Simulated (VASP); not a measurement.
# AlAs (F-43m) in VASP: further runs

AlAs is run at these levels: r2SCAN; tasks: single point.

Program: VASP 6.6.1. These are calculated values, not measurements. Logs are shortened: lines on timing, memory, paths and dates and some standing lists are left out, and cuts for length are marked.

## (1) The cell of the first run

Symmetry: F-43m, No. 216, cubic system. The conventional cell has a = 5.562 Å, b = 5.562 Å, c = 5.562 Å, α = 90.00°, β = 90.00°, γ = 90.00°. Within 3.2 Å of Al (site symmetry -43m) lie 4 As at 2.41 Å. Within 3.2 Å of As (site symmetry -43m) lie 4 Al at 2.41 Å.

## (2) Single point, r2SCAN (volume changed by -6%)

POSCAR

```
AlAs
1.0
    0.0000000000      2.7809716656      2.7809716656
    2.7809716656      0.0000000000      2.7809716656
    2.7809716656      2.7809716656      0.0000000000
Al As
1 1
Direct
    0.0000000000      0.0000000000      0.0000000000
    0.2500000000      0.2500000000      0.2500000000
```

INCAR.step1

```
ALGO = Normal ; EDIFF = 1E-5
ENCUT = 550 ; GGA = PE
GGA_COMPAT = F ; ISMEAR = 0
LASPH = T ; LCHARG = F
LREAL = F ; LWAVE = T
NBANDS = 11 ; NELM = 120
PREC = Accurate ; SIGMA = 0.01
```

INCAR.step2

```
ALGO = Normal ; EDIFF = 1E-6
ENCUT = 550 ; GGA_COMPAT = F
ISIF = 2 ; ISMEAR = 0
ISTART = 1 ; LASPH = T
LCHARG = F ; LMIXTAU = T
LREAL = F ; LWAVE = F
METAGGA = R2SCAN ; NBANDS = 11
NELM = 120 ; PREC = Accurate
SIGMA = 0.01
```

KPOINTS

```
k-points
0
Gamma
  6 6 6
```

Potentials or basis: VASP PAW PBE potentials, release 64 (Al, As).

Launch:

```console
$ cat potpaw_PBE.64/Al/POTCAR potpaw_PBE.64/As/POTCAR > POTCAR
$ cp INCAR.step1 INCAR
$ mpirun -np 1 vasp_std > vasp.out
$ cp INCAR.step2 INCAR
$ mpirun -np 1 vasp_std > vasp.out
```

OUTCAR:

```text
EDIFF = 1E-6
   ENCUT = 550
   ISIF = 2
   ISMEAR = 0
   ISTART = 1
   LASPH = T
   LREAL = F
   METAGGA = R2SCAN
   NELM = 120
   PREC = Accurate

 ion  position               nearest neighbor table
   1  0.000  0.000  0.000-   2 2.41   2 2.41   2 2.41   2 2.41
   2  0.250  0.250  0.250-   1 2.41   1 2.41   1 2.41   1 2.41

  LATTYP: Found a face centered cubic cell.
 ALAT       =     5.5619433312

  Lattice vectors:

 A1 = (   0.0000000000,   2.7809716656,   2.7809716656)
 A2 = (   2.7809716656,   0.0000000000,   2.7809716656)
 A3 = (   2.7809716656,   2.7809716656,   0.0000000000)

Analysis of symmetry for initial positions (statically):
=====================================================================
 Subroutine PRICEL returns:
 Original cell was already a primitive cell.

 Routine SETGRP: Setting up the symmetry group for a
 face centered cubic supercell.

 Subroutine GETGRP returns: Found 24 space group operations
 (whereof 24 operations were pure point group operations)
 out of a pool of 48 trial point group operations.

The static configuration has the point symmetry T_d .

Analysis of symmetry for dynamics (positions and initial velocities):
=====================================================================
 Subroutine PRICEL returns:
 Original cell was already a primitive cell.

 Routine SETGRP: Setting up the symmetry group for a
 face centered cubic supercell.

 Subroutine GETGRP returns: Found 24 space group operations
 (whereof 24 operations were pure point group operations)
 out of a pool of 48 trial point group operations.

The dynamic configuration has the point symmetry T_d .

 Subroutine INISYM returns: Found 24 space group operations
 (whereof 24 operations are pure point group operations),
 and found     1 'primitive' translations

----------------------------------------------------------------------------------------

                                     Primitive cell

  volume of cell :      43.0150

  direct lattice vectors                    reciprocal lattice vectors
     0.000000000  2.780971666  2.780971666    -0.179793274  0.179793274  0.179793274
     2.780971666  0.000000000  2.780971666     0.179793274 -0.179793274  0.179793274
     2.780971666  2.780971666  0.000000000     0.179793274  0.179793274 -0.179793274

  length of vectors
     3.932887846  3.932887846  3.932887846     0.311411085  0.311411085  0.311411085

  position of ions in fractional coordinates (direct lattice)
     0.000000000  0.000000000  0.000000000
     0.250000000  0.250000000  0.250000000

  ion indices of the primitive-cell ions
   primitive index   ion index
                 1           1
                 2           2

----------------------------------------------------------------------------------------

 KPOINTS: k-points

Automatic generation of k-mesh.
 Grid dimensions read from file:
 generate k-points for:    6    6    6

 Generating k-lattice:

  Cartesian coordinates                     Fractional coordinates (reciprocal lattice)
    -0.029965546  0.029965546  0.029965546     0.166666667  0.000000000  0.000000000
     0.029965546 -0.029965546  0.029965546     0.000000000  0.166666667  0.000000000
     0.029965546  0.029965546 -0.029965546     0.000000000  0.000000000  0.166666667

  Length of vectors
     0.051901848  0.051901848  0.051901848

  Shift w.r.t. Gamma in fractional coordinates (k-lattice)
     0.000000000  0.000000000  0.000000000

 Subroutine IBZKPT returns following result:
 ===========================================

 Found     16 irreducible k-points:

 Following reciprocal coordinates:
            Coordinates               Weight
  0.000000  0.000000  0.000000      1.000000
  0.166667  0.000000  0.000000      8.000000
  0.333333  0.000000  0.000000      8.000000
  0.500000  0.000000  0.000000      4.000000
  0.166667  0.166667  0.000000      6.000000
  0.333333  0.166667  0.000000     24.000000
[... 8 lines left out ...]
 -0.333333  0.333333  0.166667     24.000000
 -0.333333  0.500000  0.166667     12.000000
   k-points           NKPTS =     16   k-points in BZ     NKDIM =     16   number of bands    NBANDS=     11
   number of dos      NEDOS =    301   number of ions     NIONS =      2
   total plane-waves  NPLWV =  27000
   dimension x,y,z NGX =    30 NGY =   30 NGZ =   30
   dimension x,y,z NGXF=    60 NGYF=   60 NGZF=   60
   ions per type =               1   1
   NGX,Y,Z   is equivalent  to a cutoff of  12.68, 12.68, 12.68 a.u.
   NGXF,Y,Z  is equivalent  to a cutoff of  25.36, 25.36, 25.36 a.u.
 SYSTEM =  unknown system
   PREC   = accura    normal or accurate (medium, high low for compatibility)
   ISTART =      1    job   : 0-new  1-cont  2-samecut
   ICHARG =      0    charge: 1-file 2-atom 10-const
   ISPIN  =      1    spin polarized calculation?
   LNONCOLLINEAR =      F non collinear calculations
   LSORBIT =      F    spin-orbit coupling
   LASPH  =      T    aspherical Exc in radial PAW
   ENCUT  =  550.0 eV  40.42 Ry    6.36 a.u.   7.52  7.52  7.52*2*pi/ulx,y,z
   NELM   =    120;   NELMIN=  2; NELMDL=  0     # of ELM steps
   EDIFF  = 0.1E-05   stopping-criterion for ELM
   LREAL  =      F    real-space projection
   EDIFFG = 0.1E-04   stopping-criterion for IOM
   NSW    =      0    number of steps for IOM
   IBRION =     -1    ionic relax: 0-MD 1-quasi-New 2-CG
   NFREE  =      0    steps in history (QN), initial steepest desc. (CG)
   ISIF   =      2    stress and relaxation
   ISYM   =      2    0-nonsym 1-usesym 2-fastsym
   POTIM  = 0.5000    time-step for ionic-motion
   TEBEG  =    0.0;   TEEND  =   0.0 temperature during run
   PSTRESS=    0.0 pullay stress
   NELECT =       8.0000    total number of electrons
   NUPDOWN=      -1.0000    fix difference up-down
   EMIN   =  10.00;   EMAX   =-10.00  energy-range for DOS
   EFERMI =   0.00;   METHOD = LEGACY
   ISMEAR =     0;   SIGMA  =   0.01  broadening in eV -4-tet -1-fermi 0-gaus
   EFERMI_NEDOS =   21; number of points for ismear=-14 and -15
   IALGO  =     38    algorithm
   IMIX   =      4    mixing-type and parameters
     AMIX     =   0.40;   BMIX     =  1.00
     AMIX_MAG =   1.60;   BMIX_MAG =  1.00
  volume/ion in A,a.u.               =      21.51       145.14
  Fermi-wavevector in a.u.,A,eV,Ry     =   0.934469  1.765890 11.881049  0.873232
  Thomas-Fermi vector in A             =   2.061277
   LORBIT       =      0    0 simple, 1 ext, 2 COOP (PROOUT), +10 PAW based schemes
   METAGGA = R2SCAN    functional components
   LHFCALC =     F    Hartree Fock is set to
   AEXX    =    0.0000 exact exchange contribution
   IVDW    =     0    specifies the selected vdW correction
   LEPSILON=     F    determine dielectric tensor
   LRPA    =     F    only Hartree local field effects (RPA)
 non-spin polarized calculation
 Gauss-broadening in eV      SIGMA  =   0.01
  energy-cutoff  :      550.00
  volume of cell :       43.01
 maximum number of plane-waves:      1283
   NGX = 15   NGY = 15   NGZ = 15

 number of electron       8.0000001 magnetization

 Free energy of the ion-electron system (eV)
  ---------------------------------------------------
  ext. energy  EPLUGINS =         0.00000000
  ---------------------------------------------------
  free energy    TOTEN  =       -22.64384602 eV

  energy without entropy =      -22.64384602  energy(sigma->0) =      -22.64384602

 E-fermi :   4.1862     XC(G=0):  -9.6581

 val. band max:        4.1295951613   @ k =   0.0000   0.0000   0.0000
 cond. band min:       5.8314741461   @ k =   0.5000   0.5000   0.0000
 fundamental gap:      1.7018789848
 Fermi energy:         4.1861994773

 k-point     1 :       0.0000    0.0000    0.0000
  band No.  band energies     occupation
      1      -8.5030      2.00000
      2       4.1296      2.00000
      3       4.1296      2.00000
      4       4.1296      2.00000
      5       7.3010      0.00000
      6       8.9393      0.00000
      7       8.9393      0.00000
      8       8.9393      0.00000
      9      13.7529      0.00000
     10      13.7529      0.00000
     11      14.2057      0.00000

 k-point     2 :       0.1667    0.0000    0.0000
  band No.  band energies     occupation
      1      -8.2025      2.00000
      2       2.0142      2.00000
      3       3.8475      2.00000
      4       3.8475      2.00000
      5       7.7968      0.00000
      6       9.4126      0.00000
      7       9.4126      0.00000
      8      10.1521      0.00000
      9      12.9532      0.00000
     10      12.9532      0.00000
     11      14.9372      0.00000

 k-point     3 :       0.3333    0.0000    0.0000
  band No.  band energies     occupation
      1      -7.4344      2.00000
      2      -0.6073      2.00000
      3       3.4155      2.00000
      4       3.4155      2.00000
      5       7.2413      0.00000
      6       9.5004      0.00000
      7       9.5004      0.00000
      8      12.5495      0.00000
      9      13.9182      0.00000
     10      13.9182      0.00000
     11      14.6121      0.00000

 k-point     4 :       0.5000    0.0000    0.0000
  band No.  band energies     occupation
      1      -6.8883      2.00000
      2      -1.8145      2.00000
      3       3.2406      2.00000
      4       3.2406      2.00000
      5       7.0018      0.00000
      6       9.2736      0.00000
      7       9.2736      0.00000
      8      12.6500      0.00000
      9      16.6887      0.00000
     10      16.7200      0.00000
     11      16.7200      0.00000

 k-point     5 :       0.1667    0.1667    0.0000
  band No.  band energies     occupation
      1      -8.1009      2.00000
      2       2.1825      2.00000
      3       3.2801      2.00000
      4       3.2801      2.00000
      5       7.8976      0.00000
      6       8.9936      0.00000
      7      10.4031      0.00000
      8      10.4031      0.00000
      9      11.7056      0.00000
     10      14.2878      0.00000
     11      16.0847      0.00000
[... 99 lines left out ...]
 k-point    13 :       0.5000    0.5000    0.0000
  band No.  band energies     occupation
      1      -6.2564      2.00000
      2      -1.6058      2.00000
      3       1.7645      2.00000
      4       1.7645      2.00000
      5       5.8315      0.00000
      6       6.8234      0.00000
      7      15.7529      0.00000
      8      15.7529      0.00000
      9      17.4838      0.00000
     10      17.7034      0.00000
     11      17.7034      0.00000

 k-point    14 :       0.5000    0.3333    0.1667
  band No.  band energies     occupation
      1      -6.8344      2.00000
      2      -0.7130      2.00000
      3       1.1902      2.00000
      4       2.3497      2.00000
      5       8.2468      0.00000
      6       9.3416      0.00000
      7       9.9223      0.00000
      8      12.9491      0.00000
      9      14.3753      0.00000
     10      15.9357      0.00000
     11      18.3733      0.00000

 k-point    15 :      -0.3333    0.3333    0.1667
  band No.  band energies     occupation
      1      -6.4141      2.00000
      2      -1.2637      2.00000
      3       0.7046      2.00000
      4       1.9316      2.00000
      5       8.5139      0.00000
      6       9.3693      0.00000
      7      11.6511      0.00000
      8      12.3168      0.00000
      9      13.4264      0.00000
     10      16.7765      0.00000
     11      18.1215      0.00000

 k-point    16 :      -0.3333    0.5000    0.1667
  band No.  band energies     occupation
      1      -6.2273      2.00000
      2      -1.3231      2.00000
      3       0.9295      2.00000
      4       1.2156      2.00000
      5       7.6887      0.00000
      6       8.7954      0.00000
      7      12.1186      0.00000
      8      12.8343      0.00000
      9      15.9544      0.00000
     10      17.5719      0.00000
     11      18.0247      0.00000

------------------------ aborting loop because EDIFF is reached ----------------------------------------

  FORCE on cell =-STRESS in cart. coord.  units (eV):
  Direction    XX          YY          ZZ          XY          YZ          ZX
  --------------------------------------------------------------------------------------
  -------------------------------------------------------------------------------------
  Total        1.4404468      1.4404468      1.4404468      0.0000000      0.0000000     -0.0000000
  in kB       53.6522722     53.6522722     53.6522722      0.0000000      0.0000000     -0.0000000
  external PRESSURE =      53.6522722 kB  Pullay stress =       0.0000000 kB

 VOLUME and BASIS-vectors are now :
 -----------------------------------------------------------------------------
  energy-cutoff  :      550.00
  volume of cell :       43.01
      direct lattice vectors                 reciprocal lattice vectors
     0.000000000  2.780971666  2.780971666    -0.179793274  0.179793274  0.179793274
     2.780971666  0.000000000  2.780971666     0.179793274 -0.179793274  0.179793274
     2.780971666  2.780971666  0.000000000     0.179793274  0.179793274 -0.179793274

 POSITION                                       TOTAL-FORCE (eV/Angst)
 -----------------------------------------------------------------------------------
      0.00000      0.00000      0.00000         0.000000      0.000000      0.000000
      1.39049      1.39049      1.39049        -0.000000     -0.000000     -0.000000
 -----------------------------------------------------------------------------------
    total drift:                                0.000000      0.000000      0.000000

  FREE ENERGIE OF THE ION-ELECTRON SYSTEM (eV)
  ---------------------------------------------------
  free  energy   TOTEN  =       -22.6438460230 eV

  energy  without entropy=      -22.6438460230  energy(sigma->0) =      -22.64384602
```

Wall time 42 s (1 thread of Intel Xeon 6975P-C (Granite Rapids), shared host); peak memory 0.16 GiB.

What came out:

| Quantity | Value |
| --- | --- |
| Free energy | -22.6438 eV |
| Pressure | 5.4 GPa |
| Band gap on the k mesh | 1.70 eV, indirect (least direct gap 3.17 eV) |

Levels at points of the mesh, in eV from the valence-band top:
| k point | band 1 | band 2 | band 3 | band 4 | band 5 | band 6 | band 7 | band 8 |
| --- | --- | --- | --- | --- | --- | --- | --- | --- |
| (0.00, 0.00, 0.00) | -12.63 | 0.00 | 0.00 | 0.00 | 3.17 | 4.81 | 4.81 | 4.81 |
| (0.50, 0.00, 0.00) | -11.02 | -5.94 | -0.89 | -0.89 | 2.87 | 5.14 | 5.14 | 8.52 |
| (0.50, 0.50, 0.00) | -10.39 | -5.74 | -2.37 | -2.37 | 1.70 | 2.69 | 11.62 | 11.62 |

Caveat: the PAW data sets were made with another functional, which shifts forces and pressure a little. A k mesh can miss the band edges.

## (3) Single point, r2SCAN (volume changed by -3%)

POSCAR

```
AlAs
1.0
    0.0000000000      2.8102472029      2.8102472029
    2.8102472029      0.0000000000      2.8102472029
    2.8102472029      2.8102472029      0.0000000000
Al As
1 1
Direct
    0.0000000000      0.0000000000      0.0000000000
    0.2500000000      0.2500000000      0.2500000000
```

INCAR.step1

```
ALGO = Normal
EDIFF = 1E-5
ENCUT = 550
GGA = PE
GGA_COMPAT = False
ISMEAR = 0
LASPH = True
LCHARG = False
LREAL = False
LWAVE = True
NBANDS = 11
NELM = 120
PREC = Accurate
SIGMA = 0.01
```

INCAR.step2

```
ALGO = Normal
EDIFF = 1E-6
ENCUT = 550
GGA_COMPAT = False
ISIF = 2
ISMEAR = 0
ISTART = 1
LASPH = True
LCHARG = False
LMIXTAU = True
LREAL = False
LWAVE = False
METAGGA = R2SCAN
NBANDS = 11
NELM = 120
PREC = Accurate
SIGMA = 0.01
```

KPOINTS is that of step 2.

Potentials or basis: VASP PAW PBE potentials, release 64 (Al, As).

Launch:

```console
$ cat potpaw_PBE.64/Al/POTCAR potpaw_PBE.64/As/POTCAR > POTCAR
$ cp INCAR.step1 INCAR
$ mpirun -np 1 vasp_std > vasp.out
$ cp INCAR.step2 INCAR
$ mpirun -np 1 vasp_std > vasp.out
```

Wall time 42 s (1 thread of Intel Xeon 6975P-C (Granite Rapids), shared host); peak memory 0.17 GiB.

Results (log left out):

| Property | Result |
| --- | --- |
| Free energy | -22.6770 eV |
| Pressure | 2.5 GPa |
| Band gap on the k mesh | 1.76 eV, indirect (least direct gap 2.89 eV) |

Levels at points of the mesh, in eV from the valence-band top:
```csv
k point,band 2,band 3,band 4,band 5,band 6,band 7
"(0.00, 0.00, 0.00)",0.00,0.00,0.00,2.89,4.75,4.75
"(0.50, 0.00, 0.00)",-5.80,-0.87,-0.87,2.74,5.12,5.12
"(0.50, 0.50, 0.00)",-5.62,-2.29,-2.29,1.76,2.69,11.36
```

Caveat: the PAW data sets were made with another functional, which shifts forces and pressure a little. A k mesh can miss the band edges.
